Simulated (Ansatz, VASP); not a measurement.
# Two plane-wave programs on NaF

INCAR

```
SYSTEM = NaF
ALGO     = Normal         ! electronic algorithm
EDIFF    = 1E-6           ! SCF threshold, eV
EDIFFG   = -0.04          ! ionic threshold
ENCUT    = 600            ! plane-wave cutoff, eV
GGA      = PE             ! functional
IBRION   = 2              ! ionic algorithm
ISIF     = 3              ! what is computed and relaxed
ISMEAR   = 0              ! smearing method
LASPH    = .True.         ! aspherical terms in the spheres
LCHARG   = .False.        ! write CHGCAR
LREAL    = .False.        ! projectors in reciprocal space
LWAVE    = .False.        ! write WAVECAR
NELM     = 80             ! most SCF steps
NSW      = 90             ! ionic steps
PREC     = Accurate       ! precision mode
SIGMA    = 0.1            ! smearing width, eV
```

File KPOINTS:

```
k-points
0
Gamma
  4 4 4
  0 0 0
```

File POSCAR:

```
NaF
1.0
    6.0429345500      0.0000000000      0.0000000000
    0.0000000000      6.0429345500      0.0000000000
    0.0000000000      0.0000000000      6.0429345500
Na F
6 6
Direct
    0.7500000000      0.5000000000      0.0000000000
    0.5000000000      0.0000000000      0.7500000000
    0.0000000000      0.7500000000      0.5000000000
    0.0000000000      0.2500000000      0.5000000000
    0.2500000000      0.5000000000      0.0000000000
    0.5000000000      0.0000000000      0.2500000000
    0.5000000000      0.7500000000      0.0000000000
    0.7500000000      0.0000000000      0.5000000000
    0.0000000000      0.5000000000      0.7500000000
    0.2500000000      0.0000000000      0.5000000000
    0.0000000000      0.5000000000      0.2500000000
    0.5000000000      0.2500000000      0.0000000000
```

Input for Ansatz:

```yaml
crystal:
  lattice:
    - [6.04293455, 0.0, 0.0]
    - [0.0, 6.04293455, 0.0]
    - [0.0, 0.0, 6.04293455]
  atoms:
    - { symbol: Na, position: [0.75, 0.5, 0.0] }
    - { symbol: Na, position: [0.5, 0.0, 0.75] }
    - { symbol: Na, position: [0.0, 0.75, 0.5] }
    - { symbol: Na, position: [0.0, 0.25, 0.5] }
    - { symbol: Na, position: [0.25, 0.5, 0.0] }
    - { symbol: Na, position: [0.5, 0.0, 0.25] }
    - { symbol: F, position: [0.5, 0.75, 0.0] }
    - { symbol: F, position: [0.75, 0.0, 0.5] }
    - { symbol: F, position: [0.0, 0.5, 0.75] }
    - { symbol: F, position: [0.25, 0.0, 0.5] }
    - { symbol: F, position: [0.0, 0.5, 0.25] }
    - { symbol: F, position: [0.5, 0.25, 0.0] }
basis:
  ecutwfc: 420
kpoints:
  mp_grid: { grid: [4, 4, 4] }
hamiltonian:
  xc: pbe
scf:
  occupations: { method: gaussian, width: 0.1 }
  lower_state_search: "off"
output:
  forces: true
  stress: true
  eigenvalues: true
relax:
  adjacent_minimum: "off"
  f_tol: 0.04
  max_steps: 70
  cell: { stress_tol: 0.4 }
```

Alike in both runs: task relaxation of cell and atoms; functional PBE; k mesh 4 × 4 × 4; occupations gaussian, width 0.1 eV; no spin polarisation.

|  | VASP | Ansatz |
| --- | --- | --- |
| version | VASP 6.6.1 | Ansatz 0.2.0 |
| potentials or method | VASP PAW PBE potentials, release 64 (Na_pv, F), cutoff 600 eV | scalar-relativistic, plane waves, PAW |
| valence electrons in the cell | 84 | 96 |

Ansatz gave:

| Quantity | Value |
| --- | --- |
| gap on the k mesh at the Fermi level, each at its own relaxed structure (eV) | 5.17 |
| relaxed volume (Å³/atom) | 20.79 |
| relaxed length of the cell vector where the two differ most in proportion (Å) | 6.295 |

Question: Estimate VASP's values.

Answer: gap on the k mesh at the Fermi level, each at its own relaxed structure (eV): 5.14; relaxed volume (Å³/atom): 20.95; relaxed length of the cell vector where the two differ most in proportion (Å): 6.312.

VASP's potentials hold 84 valence electrons a cell and Ansatz's 96, so a difference there can come from the potentials and not from the codes.
